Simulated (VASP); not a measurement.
A run of VASP 6.6.1 is set up as follows.

POSCAR

```
Cu
1.0
    2.4823658959      0.0000000000      0.0000000000
   -1.2411829479      2.1497919273      0.0000000000
    0.0000000000      0.0000000000      4.0286174227
Cu
2
Direct
    0.6666666667      0.3333333333      0.7500000000
    0.3333333333      0.6666666667      0.2500000000
```

Contents of INCAR.step1:

```
SYSTEM = Cu
PREC = Accurate
ENCUT = 770
ISMEAR = -1
SIGMA = 0.05
LREAL = .FALSE.
LASPH = .TRUE.
NELM = 120
NBANDS = 26
GGA = PE
ALGO = Normal
EDIFF = 1E-5
LWAVE = .TRUE.
LCHARG = .FALSE.
GGA_COMPAT = .FALSE.
```

The input INCAR.step2:

```
SYSTEM = Cu
PREC = Accurate
ENCUT = 770
EDIFF = 1E-6
ISMEAR = -1
SIGMA = 0.05
LREAL = .FALSE.
LASPH = .TRUE.
NELM = 120
ALGO = Normal
ISIF = 2
LWAVE = .FALSE.
LCHARG = .TRUE.
METAGGA = R2SCAN
LMIXTAU = .TRUE.
LELF = .TRUE.
LVHAR = .TRUE.
NBANDS = 26
ISTART = 1
GGA_COMPAT = .FALSE.
```

Contents of KPOINTS:

```
regular mesh
0
G
  12 12 7
  0 0 0
```

Potentials or basis: VASP PAW PBE potentials, release 64 (Cu_sv_GW).

The run is started by

```sh
$ cat potpaw_PBE.64/Cu_sv_GW/POTCAR > POTCAR
$ cp INCAR.step1 INCAR
$ mpirun -np 1 vasp_std > vasp.out
$ cp INCAR.step2 INCAR
$ mpirun -np 1 vasp_std > vasp.out
```

Q: What does it give for the band gap on the k mesh?

A: Zero (band 19 reaches 12.92 eV, above the bottom of band 20 at 6.51 eV).

Q: Predict the pressure.

A: 7.9 GPa.

Stress tensor (GPa, compression positive):
```
7.80 0.00 0.00
0.00 7.80 0.00
0.00 0.00 8.18
```

Caveat: the PAW data sets were made with another functional, which shifts forces and pressure a little.
